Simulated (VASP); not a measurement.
Here is a VASP 6.6.1 calculation.

INCAR

```
ALGO = Normal ; EDIFF = 1E-6
ENCUT = 520 ; GGA = PE
ISIF = 2 ; ISMEAR = -1
LASPH = T ; LCHARG = F
LREAL = F ; LWAVE = F
NBANDS = 44 ; NELM = 60
PREC = Accurate ; SIGMA = 0.05
```

The input KPOINTS:

```
k-points
0
Gamma
  3 3 3
```

The input POSCAR:

```
BaZnSbF
1.0
    5.7277710000     -0.1556950000     -0.0270260000
   -0.5643430000      6.2440620000     -0.6015080000
    0.2779300000     -0.1686140000      5.8935730000
Ba F Zn Sb
2 2 2 2
Direct
    0.2912450186      0.8754573071      0.5048768823
    0.8720660130      0.6902009900     -0.0006200189
    0.0278049107      0.1996436466      0.7403135087
    0.7326639574      0.9343007258      0.6580387376
    0.7081072035      0.1699147804      0.9796794585
    0.8587619398      0.1666755199      0.4065103730
    0.5157217401      0.4212129589      0.5943962788
    0.2822844215      0.3476540130      0.0629244244
```

Potentials or basis: VASP PAW PBE potentials, release 64 (Ba_sv, F, Zn, Sb).

Command:

```console
$ cat potpaw_PBE.64/Ba_sv/POTCAR potpaw_PBE.64/F/POTCAR potpaw_PBE.64/Zn/POTCAR potpaw_PBE.64/Sb/POTCAR > POTCAR
$ mpirun -np 1 vasp_std > vasp.out
```

Question: What does it give for the band gap on the k mesh?

Answer: Zero (bands 34 and 35 overlap by 0.06 eV).

Question: What does it give for the largest force?

Answer: 1.599 eV/Å.

Question: Estimate the pressure.

Answer: 1.8 GPa.

Stress tensor (GPa, compression positive):
```
 1.51  1.99  1.23
 1.99  3.53 -0.29
 1.23 -0.29  0.45
```

Caveat: the k points lie up to 0.37 Å⁻¹ apart; spin-orbit coupling is left out, which moves the levels of the heavy elements.
